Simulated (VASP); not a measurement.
## MgO: single point with PBEsol

The system is MgO.

```
Mg O
1.0
     3.25534    0.00000    0.00000
    -1.62767    2.81920    0.00000
     0.00000    0.00000   10.41495
Mg O
4 4
Direct
  0.33333 0.66667 0.96960
  0.00000 0.00000 0.22095
  0.00000 0.00000 0.72095
  0.66667 0.33333 0.46960
  0.33333 0.66667 0.77992
  0.88020 0.00000 0.57947
  0.00000 0.00000 0.02954
  0.66667 0.33333 0.27992
```

This cell differs from its parent crystal: atom 6 (O) moved by -0.390 Å along [1 0 0] and +0.520 Å along [0 0 1].

* Program: VASP 6.6.1
* Task: single point
* Functional: PBEsol
* Potentials or basis: VASP PAW PBE potentials, release 64 (Mg, O)
* Cutoff: 520 eV
* k mesh: 9 × 9 × 4
* Occupations: gaussian, width 0.05 eV
* Spin: no spin polarisation

| Quantity | Value |
| --- | --- |
| Pressure | 10.0 GPa |
| Largest force | 16.251 eV/Å |
| Band gap on the k mesh | 1.23 eV, direct |

Forces on the atoms (eV/Å):
```
Mg   -0.003  -0.001  -0.986
Mg   -0.015   0.000  -1.015
Mg    3.083   0.006  12.694
Mg   -0.834   0.571   2.242
O    -0.177  -0.105   1.244
O    -2.022  -0.485 -16.117
O     0.001  -0.001   1.010
O    -0.034   0.014   0.929
```

Stress tensor (GPa, compression positive):
```
 2.08  0.66  8.84
 0.66 -0.36 -1.54
 8.84 -1.54 28.20
```

Levels at points of the mesh, in eV from the valence-band top:
```csv
k point,band 14,band 15,band 16,band 17,band 18,band 19
"(0.00, 0.00, 0.00)",-0.86,-0.12,0.00,1.23,3.98,4.68
"(0.00, 0.00, 0.50)",-1.04,-0.12,-0.01,1.61,3.28,5.78
```

Wall time 6.4 min on 1 thread of Oxide Virtual Turin-like Processor, on a shared host, peak memory 0.39 GiB.

Caveat: the cell differs from its parent crystal (atom 6 (O) moved by -0.390 Å along [1 0 0] and +0.520 Å along [0 0 1]); the PAW data sets were made with another functional, which shifts forces and pressure a little. A k mesh can miss the band edges.
